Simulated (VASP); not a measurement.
Input of a VASP 6.6.1 run:

INCAR

```
  PREC = Accurate
  ENCUT = 520
  EDIFF = 1E-7
  ISMEAR = -1
  SIGMA = 0.08
  LREAL = F
  LASPH = T
  NELM = 60
  ALGO = Normal
  ISIF = 2
  LWAVE = F
  LCHARG = F
  NBANDS = 16
```

Contents of KPOINTS:

```
regular mesh
0
Gamma
  13 13 13
```

File POSCAR:

```
GaAs
1.0
    0.0000000000      2.8017350116      2.8017350116
    2.8017350116      0.0000000000      2.8017350116
    2.8017350116      2.8017350116      0.0000000000
Ga As
1 1
Direct
    0.0000000000      0.0000000000      0.0000000000
    0.2500000000      0.2500000000      0.2500000000
```

Potentials or basis: VASP PAW LDA potentials, release 64 (Ga_d, As).

Command:

```bash
$ cat potpaw_LDA.64/Ga_d/POTCAR potpaw_LDA.64/As/POTCAR > POTCAR
$ mpirun -np 1 vasp_std > vasp.out
```

(1) Predict the band gap on the k mesh.

(2) Predict the pressure.

Answers

(1) 0.54 eV.

(2) 0.3 GPa.

Caveat: an odd mesh through Γ misses points on the zone boundary, where band edges can lie.
